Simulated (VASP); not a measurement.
# NbAs in VASP: notebook, part 2 of 2

VASP 6.6.1.

### Step 3. Single point, r2SCAN

This run uses another cell than the first one, of 18.35 Å³/atom.

POSCAR reads:

```
NbAs
1.0
    0.0000000000      2.6377696511      2.6377696511
    2.6377696511      0.0000000000      2.6377696511
    2.6377696511      2.6377696511      0.0000000000
Nb As
1 1
Direct
    0.5000000000      0.5000000000      0.5000000000
    0.0000000000      0.0000000000      0.0000000000
```

INCAR.step1 reads:

```
SYSTEM = NbAs
PREC = Accurate
ENCUT = 520
ISMEAR = 0
SIGMA = 0.05
LREAL = .FALSE.
LASPH = .TRUE.
NELM = 60
NBANDS = 16
GGA = PE
ALGO = Normal
EDIFF = 1E-4
LWAVE = .TRUE.
LCHARG = .FALSE.
```

INCAR.step2 reads:

```
SYSTEM = NbAs
PREC = Accurate
ENCUT = 520
EDIFF = 1E-7
ISMEAR = 0
SIGMA = 0.05
LREAL = .FALSE.
LASPH = .TRUE.
NELM = 60
ALGO = Normal
ISIF = 2
LWAVE = .FALSE.
LCHARG = .FALSE.
METAGGA = R2SCAN
LMIXTAU = .TRUE.
NBANDS = 16
ISTART = 1
```

KPOINTS reads:

```
regular mesh
0
G
  12 12 12
  0 0 0
```

Potentials or basis: VASP PAW PBE potentials, release 64 (Nb_sv, As).

The run is started by

```bash
> cat potpaw_PBE.64/Nb_sv/POTCAR potpaw_PBE.64/As/POTCAR > POTCAR
> cp INCAR.step1 INCAR
> mpirun -np 1 vasp_std > vasp.out
> cp INCAR.step2 INCAR
> mpirun -np 1 vasp_std > vasp.out
```

OUTCAR:

```text
SYSTEM = NbAs
   PREC = Accurate
   ENCUT = 520
   EDIFF = 1E-7
   ISMEAR = 0
   LREAL = .FALSE.
   LASPH = .TRUE.
   NELM = 60
   ISIF = 2
   METAGGA = R2SCAN
   ISTART = 1

 ion  position               nearest neighbor table
   1  0.500  0.500  0.500-   2 2.64   2 2.64   2 2.64   2 2.64   2 2.64   2 2.64
   2  0.000  0.000  0.000-   1 2.64   1 2.64   1 2.64   1 2.64   1 2.64   1 2.64

  LATTYP: Found a face centered cubic cell.
 ALAT       =     5.2755393022

  Lattice vectors:

[... 644 lines left out ...]

  FORCE on cell =-STRESS in cart. coord.  units (eV):
  Direction    XX          YY          ZZ          XY          YZ          ZX
  --------------------------------------------------------------------------------------
  -------------------------------------------------------------------------------------
  Total       -0.3398128     -0.3398128     -0.3398128      0.0000000      0.0000000      0.0000000
  in kB      -14.8323396    -14.8323396    -14.8323396      0.0000000      0.0000000      0.0000000
  external PRESSURE =     -14.8323396 kB  Pullay stress =       0.0000000 kB

 VOLUME and BASIS-vectors are now :
 -----------------------------------------------------------------------------
  energy-cutoff  :      520.00
  volume of cell :       36.71
      direct lattice vectors                 reciprocal lattice vectors
     0.000000000  2.637769651  2.637769651    -0.189554080  0.189554080  0.189554080
     2.637769651  0.000000000  2.637769651     0.189554080 -0.189554080  0.189554080
     2.637769651  2.637769651  0.000000000     0.189554080  0.189554080 -0.189554080

 POSITION                                       TOTAL-FORCE (eV/Angst)
 -----------------------------------------------------------------------------------
      2.63777      2.63777      2.63777         0.000000     -0.000000     -0.000000
      0.00000      0.00000      0.00000        -0.000000      0.000000      0.000000
 -----------------------------------------------------------------------------------
    total drift:                                0.000000      0.000000      0.000000

  FREE ENERGIE OF THE ION-ELECTRON SYSTEM (eV)
  ---------------------------------------------------
  free  energy   TOTEN  =       -40.2178749670 eV

  energy  without entropy=      -40.2146246523  energy(sigma->0) =      -40.21624981
```

OSZICAR.step1:

```text
N       E                     dE             d eps       ncg     rms          rms(c)
DAV:   1     0.138974820297E+03    0.13897E+03   -0.99150E+03  2304   0.110E+03
DAV:   2    -0.744104093456E+01   -0.14642E+03   -0.14117E+03  2912   0.362E+02
DAV:   3    -0.162986508519E+02   -0.88576E+01   -0.87200E+01  4256   0.660E+01
DAV:   4    -0.164425276580E+02   -0.14388E+00   -0.14379E+00  2696   0.777E+00
DAV:   5    -0.164459366292E+02   -0.34090E-02   -0.34085E-02  3608   0.120E+00    0.723E+00
DAV:   6    -0.153714589136E+02    0.10745E+01   -0.33625E+00  3648   0.151E+01    0.201E+00
DAV:   7    -0.153679066439E+02    0.35523E-02   -0.11014E-01  2784   0.299E+00    0.126E+00
DAV:   8    -0.153646865669E+02    0.32201E-02   -0.16079E-02  3344   0.933E-01    0.248E-01
DAV:   9    -0.153646798893E+02    0.66776E-05   -0.15052E-03  3032   0.243E-01    0.107E-01
DAV:  10    -0.153647464211E+02   -0.66532E-04   -0.11289E-04  1992   0.115E-01
   1 F= -.15364746E+02 E0= -.15362989E+02  d E =-.351445E-02
```

It took 2.4 min on 1 thread of AMD EPYC 7R13 (Zen 3), shared host; peak memory 0.17 GiB.

What came out:

* Free energy: -40.2179 eV
* Pressure: -1.5 GPa
* Band gap on the k mesh: zero (bands 9 and 10 overlap by 1.98 eV)

Caveat: the PAW data sets were made with another functional, which shifts forces and pressure a little.

### Step 4. Single point, PBE (atom 1 (Nb) moved 0.08 Å along y)

INCAR reads:

```
SYSTEM = NbAs
ALGO = Normal
EDIFF = 1E-6
ENCUT = 520
GGA = PE
ISIF = 2
ISMEAR = 0
LASPH = .True.
LCHARG = .False.
LREAL = .False.
LWAVE = .False.
NBANDS = 16
NELM = 60
PREC = Accurate
SIGMA = 0.05
```

KPOINTS reads:

```
k-points
0
Gamma
  12 12 12
  0 0 0
```

POSCAR, as its differences from that of step 3:

```diff
@@ -8,3 +8,3 @@
 Direct
-    0.5000000000      0.5000000000      0.5000000000
+    0.5151643264      0.4848356736      0.5151643264
     0.0000000000      0.0000000000      0.0000000000
```

The run is started by

```bash
> cat potpaw_PBE.64/Nb_sv/POTCAR potpaw_PBE.64/As/POTCAR > POTCAR
> mpirun -np 1 vasp_std > vasp.out
```

Wall time 70 s (1 thread of AMD EPYC 7R13 (Zen 3), shared host); peak memory 0.2 GiB.

The run converged. Its results:

* Free energy: -15.3437 eV
* Pressure: 0.3 GPa
* Largest force: 0.532 eV/Å
* Band gap on the k mesh: zero (bands 9 and 10 overlap by 1.82 eV)

Forces on the atoms (eV/Å):
```
Nb   0.000 -0.532  0.000
As   0.000  0.532  0.000
```

Stress tensor (GPa, compression positive):
```
-0.23  0.00  0.00
 0.00  1.43  0.00
 0.00  0.00 -0.23
```

Levels at points of the mesh, in eV from the Fermi level:
```
           k point  band 6  band 7  band 8  band 9  band 10  band 11  band 12  band 13
(0.00, 0.00, 0.00)   -1.52   -1.52   -1.43   -1.08    -0.85    -0.01    -0.01     0.15
(0.50, 0.00, 0.00)   -6.84   -4.30   -4.30    0.64     0.64     1.51     3.21     6.46
(0.50, 0.50, 0.00)   -4.87   -3.27   -2.01   -1.88     0.13     1.30     1.31     2.48
(0.50, 0.00, 0.50)   -4.86   -3.18   -1.98   -1.98     0.09     1.30     1.30     2.43
```

Caveat: the cell differs from its parent crystal (atom 1 (Nb) moved 0.08 Å along y).

### Step 5. Single point, PBE (atom 2 (As) moved 0.02 Å along x)

INCAR reads:

```
SYSTEM = NbAs
  PREC = Accurate
  ENCUT = 520
  EDIFF = 1E-7
  ISMEAR = 0
  SIGMA = 0.05
  LREAL = .FALSE.
  LASPH = .TRUE.
  NELM = 80
  ALGO = Normal
  ISIF = 2
  LWAVE = .FALSE.
  LCHARG = .TRUE.
  GGA = PE
  LELF = .TRUE.
  LVHAR = .TRUE.
  NBANDS = 16
```

KPOINTS reads:

```
Automatic mesh
0
G
  12 12 12
  0 0 0
```

POSCAR reads:

```
NbAs
1.0
    0.0000000000      2.6377696511      2.6377696511
    2.6377696511      0.0000000000      2.6377696511
    2.6377696511      2.6377696511      0.0000000000
Nb As
1 1
Direct
    0.5000000000      0.5000000000      0.5000000000
   -0.0037910816      0.0037910816      0.0037910816
```

The run is started by

```bash
> cat potpaw_PBE.64/Nb_sv/POTCAR potpaw_PBE.64/As/POTCAR > POTCAR
> mpirun -np 1 vasp_std > vasp.out
```

Run time: 69 s. Hardware: 1 thread of AMD EPYC 7R13 (Zen 3), shared host; peak memory 0.2 GiB.

The run converged. Its results:

```yaml
Free_energy: -15.3634 eV
Pressure: -0.1 GPa
Largest_force: 0.131 eV/Å
Band_gap_on_the_k_mesh: zero (bands 9 and 10 overlap by 1.85 eV)
```

Forces in eV/Å, atoms in the order of the input:
```
Nb   0.131  0.000  0.000
As  -0.131  0.000  0.000
```

Stress tensor (GPa, compression positive):
```
-0.01  0.00  0.00
 0.00 -0.11  0.00
 0.00  0.00 -0.11
```

Levels at points of the mesh, in eV from the Fermi level:
```csv
k point,band 6,band 7,band 8,band 9,band 10,band 11,band 12,band 13
"(0.00, 0.00, 0.00)",-1.45,-1.45,-1.44,-0.88,-0.86,-0.11,-0.11,-0.09
"(0.50, 0.00, 0.00)",-6.85,-4.31,-4.31,0.64,0.64,1.50,3.24,6.67
"(0.50, 0.50, 0.00)",-4.87,-3.19,-1.99,-1.98,0.08,1.30,1.30,2.46
"(0.00, 0.50, 0.50)",-4.87,-3.19,-1.98,-1.98,0.08,1.30,1.30,2.46
```

Caveat: the cell differs from its parent crystal (atom 2 (As) moved 0.02 Å along x).

### Step 6. Single point, PBE

This run uses another cell than the first one, of 18.35 Å³/atom.

INCAR reads:

```
PREC     = Accurate       # precision mode
ENCUT    = 520            # plane-wave cutoff, eV
EDIFF    = 1E-6           # SCF threshold, eV
ISMEAR   = 0              # smearing method
SIGMA    = 0.05           # smearing width, eV
LREAL    = F              # projectors in reciprocal space
LASPH    = T              # aspherical terms in the spheres
NELM     = 100            # most SCF steps
ALGO     = Normal         # electronic algorithm
ISIF     = 2              # what is computed and relaxed
LWAVE    = F              # write WAVECAR
LCHARG   = T              # write CHGCAR
GGA      = PE             # functional
LELF     = T              # ELF
LVHAR    = T            
NBANDS   = 16             # bands
```

KPOINTS reads:

```
Automatic mesh
0
Gamma
  12 12 12
```

POSCAR reads:

```
NbAs
1.0
    0.0131888483      2.6377696511      2.6377696511
    2.6509584994      0.0000000000      2.6509584994
    2.6377696511      2.6377696511      0.0131888483
Nb As
1 1
Direct
    0.5000000000      0.5000000000      0.5000000000
    0.0000000000      0.0000000000      0.0000000000
```

Potentials or basis: VASP PAW PBE potentials, release 64 (Nb_sv, As).

The run is started by

```bash
> cat potpaw_PBE.64/Nb_sv/POTCAR potpaw_PBE.64/As/POTCAR > POTCAR
> mpirun -np 1 vasp_std > vasp.out
```

Run time: 1.9 min. Hardware: 1 thread of AMD EPYC 7R13 (Zen 3), shared host; peak memory 0.26 GiB.

It converged, with:

```
Free energy            : -15.3647 eV
Pressure               : -0.1 GPa
Band gap on the k mesh : zero (bands 9 and 10 overlap by 1.84 eV)
```

Stress tensor (GPa, compression positive):
```
-0.14  0.00 -0.08
 0.00 -0.06  0.00
-0.08  0.00 -0.14
```

Levels at points of the mesh, in eV from the Fermi level:
| k point | band 7 | band 8 | band 9 | band 10 | band 11 | band 12 |
| --- | --- | --- | --- | --- | --- | --- |
| (0.00, 0.00, 0.00) | -1.45 | -1.40 | -0.86 | -0.86 | -0.16 | -0.12 |
| (0.50, 0.00, 0.00) | -4.37 | -4.31 | 0.63 | 0.67 | 1.53 | 3.21 |
| (0.00, 0.50, 0.00) | -4.32 | -4.26 | 0.60 | 0.65 | 1.48 | 3.27 |
| (0.50, 0.50, 0.00) | -3.19 | -1.99 | -1.99 | 0.08 | 1.29 | 1.30 |
| (0.50, 0.00, 0.50) | -3.19 | -2.05 | -1.92 | 0.08 | 1.30 | 1.30 |

### Step 7. Overview

| level | cell | gap on the mesh (eV) | pressure (GPa) | largest force (eV/Å) |
| --- | --- | --- | --- | --- |
| PBE | a = 3.851 Å, angles 60.0°, 2 atoms, atomic positions A | none | -11.2 | - |
| r2SCAN | a = 3.730 Å, angles 60.0°, 2 atoms, atomic positions A | none | -1.5 | - |
| PBE | a = 3.730 Å, angles 60.0°, 2 atoms, atomic positions B | none | 0.3 | 0.53 |
| PBE | a = 3.730 Å, angles 60.0°, 2 atoms, atomic positions C | none | -0.1 | 0.13 |
| PBE | a = 3.730, b = 3.749 Å, angles 59.8, 59.7, 59.8°, 2 atoms, atomic positions A | none | -0.1 | - |

Alike in all rows: task single point; potentials or basis VASP PAW PBE potentials, release 64 (Nb_sv, As); no spin polarisation; k mesh 12 × 12 × 12; cutoff (eV) 520; smearing gaussian 0.05 eV.

Caveats: the cell stands under tension (at least some runs); the PAW data sets were made with another functional, which shifts forces and pressure a little (at least some runs).

Absolute energies hang on the potentials; compare differences alone.
